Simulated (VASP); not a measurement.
# ZnS (Cm) in VASP: notebook

ZnS is run at these levels: PBE; tasks: single point.

Everything below comes from runs of VASP 6.6.1. Logs are shortened: lines on timing, memory, paths and dates and some standing lists are left out, and cuts for length are marked.

### Step 1. The cell of the first run

The structure is monoclinic, space group Cm (No. 8). The conventional cell has a = 6.662 Å, b = 3.846 Å, c = 18.907 Å, α = 90.00°, β = 91.68°, γ = 90.00°. Within 3.1 Å of Zn (site symmetry m) lie 4 S at 2.36 Å. Zn (site symmetry m) has 4 S at 2.36 Å within 3.1 Å. Zn (site symmetry m) has 4 S at 2.36 Å within 3.1 Å. Zn (site symmetry m) has 4 S at 2.36 Å within 3.1 Å. Zn (site symmetry m) has 5 S at 2.36 to 3.10 Å within 3.1 Å. Within 3.1 Å of Zn (site symmetry m) lie 4 S at 2.36 Å. Within 3.1 Å of S (site symmetry m) lie 4 Zn at 2.36 Å. S (site symmetry m) has 4 Zn at 2.36 Å and 1 S at 3.20 Å within 3.3 Å.

### Step 2. Single point, PBE

Input file INCAR:

```
PREC = Accurate
ENCUT = 520
EDIFF = 1E-7
ISMEAR = 0
SIGMA = 0.05
LREAL = False
LASPH = True
NELM = 80
ALGO = Normal
ISIF = 2
LWAVE = False
LCHARG = False
GGA = PE
NBANDS = 66
```

Input file KPOINTS:

```
Automatic mesh
0
Gamma
  8 8 2
```

Input file POSCAR:

```
ZnS
1.0
   -3.8462043731      0.0000000000      0.0000000000
   -1.9231021865     -3.3309106952      0.0000000000
   -5.2883387027     -3.0532237737     18.8985751533
Zn S
6 6
Direct
   -0.4495024330     -0.4495024330      0.7706488596
    0.3421475670      0.3421475670      0.2706488596
    0.0365127657      0.0365127657      0.6040807676
    0.8281627657      0.8281627657      0.1040807676
   -0.2691087022     -0.2691087022      0.9374981296
    0.5225412978      0.5225412978      0.4374981296
    0.2275740816      0.2275740816      0.3956426616
    0.4359240816      0.4359240816      0.8956426616
    0.1996290724      0.1996290724      0.0624796476
    0.4079790724      0.4079790724      0.5624796476
   -0.0778447283     -0.0778447283      0.7288389341
    0.7138052717      0.7138052717      0.2288389341
```

Potentials or basis: VASP PAW PBE potentials, release 64 (Zn, S).

Started as:

```
cat potpaw_PBE.64/Zn/POTCAR potpaw_PBE.64/S/POTCAR > POTCAR
mpirun -np 1 vasp_std > vasp.out
```

OUTCAR:

```text
PREC = Accurate
   ENCUT = 520
   EDIFF = 1E-7
   ISMEAR = 0
   LREAL = False
   LASPH = True
   NELM = 80
   ISIF = 2
   GGA = PE

 ion  position               nearest neighbor table
   1  0.550  0.550  0.771-  11 2.36  11 2.36  11 2.36   8 2.36
   2  0.342  0.342  0.271-  12 2.36  12 2.36  12 2.36   7 2.36
   3  0.037  0.037  0.604-  10 2.36  10 2.36  10 2.36  11 2.36
   4  0.828  0.828  0.104-   9 2.36   9 2.36   9 2.36  12 2.36
   5  0.731  0.731  0.937-   8 2.36   8 2.36   8 2.36
   6  0.523  0.523  0.437-   7 2.36   7 2.36   7 2.36  10 2.36
   7  0.228  0.228  0.396-   6 2.36   6 2.36   6 2.36   2 2.36
   8  0.436  0.436  0.896-   5 2.36   5 2.36   5 2.36   1 2.36
   9  0.200  0.200  0.062-   4 2.36   4 2.36   4 2.36
  10  0.408  0.408  0.562-   3 2.36   3 2.36   3 2.36   6 2.36
  11  0.922  0.922  0.729-   1 2.36   1 2.36   1 2.36   3 2.36
  12  0.714  0.714  0.229-   2 2.36   2 2.36   2 2.36   4 2.36

  LATTYP: Found a base centered monoclinic cell.
 ALAT       =     6.6618213904
 B/A-ratio  =     0.5773502692
 C/A-ratio  =     2.8380727568
 COS(beta)  =    -0.0293743938

  Lattice vectors:

 A1 = (  -3.8462043731,   0.0000000000,   0.0000000000)
 A2 = (  -1.9231021865,  -3.3309106952,   0.0000000000)
 A3 = (   0.4809678569,   0.2776869215,  18.8985751533)

Analysis of symmetry for initial positions (statically):
=====================================================================
 Subroutine PRICEL returns:
 Original cell was already a primitive cell.

 Routine SETGRP: Setting up the symmetry group for a
 base centered monoclinic supercell.

 Subroutine GETGRP returns: Found  2 space group operations
 (whereof  2 operations were pure point group operations)
 out of a pool of  4 trial point group operations.

The static configuration has the point symmetry C_1h.

Analysis of symmetry for dynamics (positions and initial velocities):
=====================================================================
 Subroutine PRICEL returns:
 Original cell was already a primitive cell.

 Routine SETGRP: Setting up the symmetry group for a
 base centered monoclinic supercell.

 Subroutine GETGRP returns: Found  2 space group operations
 (whereof  2 operations were pure point group operations)
 out of a pool of  4 trial point group operations.

The dynamic configuration has the point symmetry C_1h.

 Subroutine INISYM returns: Found  2 space group operations
 (whereof  2 operations are pure point group operations),
[... 122 lines left out ...]
   ISIF   =      2    stress and relaxation
   ISYM   =      2    0-nonsym 1-usesym 2-fastsym
   POTIM  = 0.5000    time-step for ionic-motion
   TEBEG  =    0.0;   TEEND  =   0.0 temperature during run
   PSTRESS=    0.0 pullay stress
   NELECT =     108.0000    total number of electrons
   NUPDOWN=      -1.0000    fix difference up-down
   EMIN   =  10.00;   EMAX   =-10.00  energy-range for DOS
   EFERMI =   0.00;   METHOD = LEGACY
   ISMEAR =     0;   SIGMA  =   0.05  broadening in eV -4-tet -1-fermi 0-gaus
   EFERMI_NEDOS =   21; number of points for ismear=-14 and -15
   IALGO  =     38    algorithm
   IMIX   =      4    mixing-type and parameters
     AMIX     =   0.40;   BMIX     =  1.00
     AMIX_MAG =   1.60;   BMIX_MAG =  1.00
  volume/ion in A,a.u.               =      20.18       136.16
  Fermi-wavevector in a.u.,A,eV,Ry     =   1.250858  2.363779 21.288291  1.564645
  Thomas-Fermi vector in A             =   2.384832
   LORBIT       =      0    0 simple, 1 ext, 2 COOP (PROOUT), +10 PAW based schemes
   GGA     = PE    functional components
   LHFCALC =     F    Hartree Fock is set to
   AEXX    =    0.0000 exact exchange contribution
   IVDW    =     0    specifies the selected vdW correction
   LEPSILON=     F    determine dielectric tensor
   LRPA    =     F    only Hartree local field effects (RPA)
 non-spin polarized calculation
 Gauss-broadening in eV      SIGMA  =   0.05
  energy-cutoff  :      520.00
  volume of cell :      242.12
 maximum number of plane-waves:      6564
 NGX is ok and might be reduce to    30
   NGX = 15   NGY = 15   NGZ = 73

 number of electron     108.0000004 magnetization

 Free energy of the ion-electron system (eV)
  ---------------------------------------------------
  ext. energy  EPLUGINS =         0.00000000
  ---------------------------------------------------
  free energy    TOTEN  =       -40.18305811 eV

  energy without entropy =      -40.18305811  energy(sigma->0) =      -40.18305811

 E-fermi :   2.3923     XC(G=0):  -9.5472

 val. band max:        2.1722009903   @ k =   0.0000   0.0000   0.0000
 cond. band min:       3.4762141512   @ k =   0.0000   0.0000   0.0000
 fundamental gap:      1.3040131609
 Fermi energy:         2.3923103700

 k-point     1 :       0.0000    0.0000    0.0000
  band No.  band energies     occupation
      1     -11.3622      2.00000
      2     -10.9731      2.00000
      3     -10.7335      2.00000
      4     -10.4627      2.00000
      5     -10.2364      2.00000
      6      -9.8818      2.00000
[... 1645 lines left out ...]
     65       8.3770      0.00000
     66       8.6716      0.00000

 [... further k-points ...]
[... 5 lines left out ...]
  --------------------------------------------------------------------------------------
  -------------------------------------------------------------------------------------
  Total       -0.7611882     -1.3134046      1.9513878      0.4782335      0.5974249      1.0347704
  in kB       -5.0370726     -8.6912994     12.9130773      3.1646532      3.9533884      6.8474703
  external PRESSURE =      -0.2717649 kB  Pullay stress =       0.0000000 kB

 VOLUME and BASIS-vectors are now :
 -----------------------------------------------------------------------------
  energy-cutoff  :      520.00
  volume of cell :      242.12
      direct lattice vectors                 reciprocal lattice vectors
    -3.846204373  0.000000000  0.000000000    -0.259996584  0.150109098 -0.048502775
    -1.923102186 -3.330910695  0.000000000     0.000000000 -0.300218196 -0.048502775
    -5.288338703 -3.053223774 18.898575153     0.000000000  0.000000000  0.052914042

 POSITION                                       TOTAL-FORCE (eV/Angst)
 -----------------------------------------------------------------------------------
     -7.25144     -4.18662     14.56417        -0.038240     -0.022078     -0.136971
     -3.40524     -1.96601      5.11488        -0.007021     -0.004053     -0.125503
     -3.40524     -1.96601     11.41627        -0.001656     -0.000956     -0.118775
     -5.32834     -3.07632      1.96698        -0.138954     -0.080225      0.184607
     -9.17454     -5.29693     17.71738        -0.042928     -0.024784      0.048018
     -5.32834     -3.07632      8.26809         0.000043      0.000025     -0.116114
     -3.40524     -1.96601      7.47708         0.002226      0.001285      0.119854
     -7.25144     -4.18662     16.92637        -0.194632     -0.112371     -0.150157
     -1.48213     -0.85571      1.18078         0.403965      0.233229     -0.064484
     -5.32834     -3.07632     10.63006        -0.001326     -0.000766      0.114576
     -9.17454     -5.29693     13.77402        -0.013939     -0.008048      0.091265
     -5.32834     -3.07632      4.32473         0.032462      0.018742      0.153684
 -----------------------------------------------------------------------------------
    total drift:                                0.000230      0.000133     -0.005297

  FREE ENERGIE OF THE ION-ELECTRON SYSTEM (eV)
  ---------------------------------------------------
  free  energy   TOTEN  =       -40.1830581122 eV

  energy  without entropy=      -40.1830581122  energy(sigma->0) =      -40.18305811
```

OSZICAR:

```text
N       E                     dE             d eps       ncg     rms          rms(c)
DAV:   1     0.953977423139E+03    0.95398E+03   -0.48608E+04  5544   0.196E+03
DAV:   2     0.110193476069E+03   -0.84378E+03   -0.81078E+03  5544   0.470E+02
DAV:   3    -0.339948796405E+02   -0.14419E+03   -0.13981E+03  6230   0.171E+02
DAV:   4    -0.428277485089E+02   -0.88329E+01   -0.87788E+01  6468   0.426E+01
DAV:   5    -0.430059040142E+02   -0.17816E+00   -0.17793E+00  6576   0.614E+00    0.164E+01
DAV:   6    -0.401101998667E+02    0.28957E+01   -0.55192E+00  8282   0.446E+01    0.126E+01
DAV:   7    -0.403426768376E+02   -0.23248E+00   -0.85304E+00  6560   0.110E+01    0.458E+00
DAV:   8    -0.401845103334E+02    0.15817E+00   -0.11362E+00  7072   0.965E+00    0.163E+00
DAV:   9    -0.401816244477E+02    0.28859E-02   -0.20420E-01  7224   0.575E+00    0.504E-01
DAV:  10    -0.401820282202E+02   -0.40377E-03   -0.31242E-02  6472   0.255E+00    0.301E-01
DAV:  11    -0.401826552095E+02   -0.62699E-03   -0.53095E-03  6920   0.611E-01    0.219E-01
DAV:  12    -0.401830754759E+02   -0.42027E-03   -0.16164E-03  6736   0.395E-01    0.902E-02
DAV:  13    -0.401830525615E+02    0.22914E-04   -0.30330E-04  6272   0.187E-01    0.365E-02
DAV:  14    -0.401830495195E+02    0.30421E-05   -0.63757E-05  7056   0.569E-02    0.238E-02
DAV:  15    -0.401830537361E+02   -0.42166E-05   -0.77703E-06  6016   0.153E-02    0.187E-02
DAV:  16    -0.401830577594E+02   -0.40234E-05   -0.11696E-05  6272   0.441E-02    0.547E-03
DAV:  17    -0.401830581782E+02   -0.41873E-06   -0.35141E-06  6720   0.188E-02    0.316E-03
DAV:  18    -0.401830581122E+02    0.65937E-07   -0.46605E-07  5848   0.626E-03
   1 F= -.40183058E+02 E0= -.40183058E+02  d E =-.854143E-12
```

stdout:

```text
POSCAR found type information on POSCAR ZnS
 POSCAR found :  2 types and      12 ions
 scaLAPACK will be used
 LDA part: xc-table for (Slater+PW92), standard interpolation
 POSCAR, INCAR and KPOINTS ok, starting setup
 FFT: planning ... GRIDC
 FFT: planning ... GRID_SOFT
 FFT: planning ... GRID
 WAVECAR not read
 entering main loop
```

It took 12 min on 1 thread of Intel Xeon Platinum 8488C (Sapphire Rapids), shared host; peak memory 0.63 GiB.

What came out:

- Free energy: -40.1831 eV
- Pressure: 0.0 GPa
- Largest force: 0.471 eV/Å
- Band gap on the k mesh: 1.30 eV

Forces on the atoms (eV/Å):
```
Zn  -0.038 -0.022 -0.137
Zn  -0.007 -0.004 -0.126
Zn  -0.002 -0.001 -0.119
Zn  -0.139 -0.080  0.185
Zn  -0.043 -0.025  0.048
Zn   0.000  0.000 -0.116
S    0.002  0.001  0.120
S   -0.195 -0.112 -0.150
S    0.404  0.233 -0.064
S   -0.001 -0.001  0.115
S   -0.014 -0.008  0.091
S    0.032  0.019  0.154
```

Stress tensor (GPa, compression positive):
```
-0.50  0.32  0.68
 0.32 -0.87  0.40
 0.68  0.40  1.29
```

A k mesh can miss the band edges.

### Step 3. Single point, PBE

Input file INCAR:

```
SYSTEM = ZnS
ALGO = Normal ; EDIFF = 1E-6
ENCUT = 520 ; GGA = PE
ISIF = 2 ; ISMEAR = 0
LASPH = .TRUE. ; LCHARG = .FALSE.
LREAL = .FALSE. ; LWAVE = .FALSE.
NBANDS = 66 ; NELM = 60
PREC = Accurate ; SIGMA = 0.05
```

Input file KPOINTS:

```
k-points
0
G
  8 8 2
  0 0 0
```

Input file POSCAR:

```
ZnS
1.0
   -3.8462043731      0.0000000000      0.0000000000
   -1.9231021865     -3.3309106952      0.0000000000
   -6.2500821062     -3.6084865866     18.8985751533
Zn S
6 6
Direct
   -0.5779695979     -0.5779695979      0.7706488596
    0.2970304021      0.2970304021      0.2706488596
   -0.0641874982     -0.0641874982      0.6040807676
    0.8108125018      0.8108125018      0.1040807676
   -0.4253896404     -0.4253896404      0.9374981296
    0.4496103596      0.4496103596      0.4374981296
    0.1616204499      0.1616204499      0.3956426616
    0.2866204499      0.2866204499      0.8956426616
    0.1892137151      0.1892137151      0.0624796476
    0.3142137151      0.3142137151      0.5624796476
   -0.1993421786     -0.1993421786      0.7288389341
    0.6756578214      0.6756578214      0.2288389341
```

Potentials or basis: VASP PAW PBE potentials, release 64 (Zn, S).

Started as:

```
cat potpaw_PBE.64/Zn/POTCAR potpaw_PBE.64/S/POTCAR > POTCAR
mpirun -np 1 vasp_std > vasp.out
```

It took 14 min on 1 thread of Oxide Virtual Turin-like, shared host; peak memory 0.6 GiB.

Results (log left out):

| Item | Value |
| --- | --- |
| Free energy | -40.2456 eV |
| Pressure | 0.0 GPa |
| Largest force | 0.763 eV/Å |
| Band gap on the k mesh | 1.39 eV |

Forces on the atoms (eV/Å):
```
Zn   0.047  0.027 -0.127
Zn   0.010  0.006 -0.115
Zn   0.002  0.001 -0.109
Zn   0.148  0.085  0.173
Zn   0.246  0.142  0.095
Zn   0.000  0.000 -0.107
S   -0.004 -0.002  0.110
S    0.241  0.139 -0.158
S   -0.655 -0.378 -0.094
S    0.001  0.001  0.105
S    0.012  0.007  0.084
S   -0.049 -0.028  0.142
```

Stress tensor (GPa, compression positive):
```
-0.70 -0.09 -1.14
-0.09 -0.59 -0.66
-1.14 -0.66  1.15
```

Levels at points of the mesh, in eV from the valence-band top:
```tsv
k point	band 52	band 53	band 54	band 55	band 56	band 57
(0.00, 0.00, 0.00)	-0.09	-0.03	0.00	1.39	2.48	2.94
(0.50, 0.00, 0.00)	-1.28	-0.98	-0.71	2.00	3.09	3.50
(0.50, 0.50, 0.00)	-1.32	-0.93	-0.60	1.87	3.23	3.40
(0.00, 0.00, 0.50)	-0.31	-0.05	-0.03	1.60	2.38	2.77
(0.50, 0.00, 0.50)	-1.35	-0.97	-0.73	2.03	3.22	3.46
(0.50, 0.50, 0.50)	-1.24	-0.94	-0.62	1.88	3.21	3.51
```
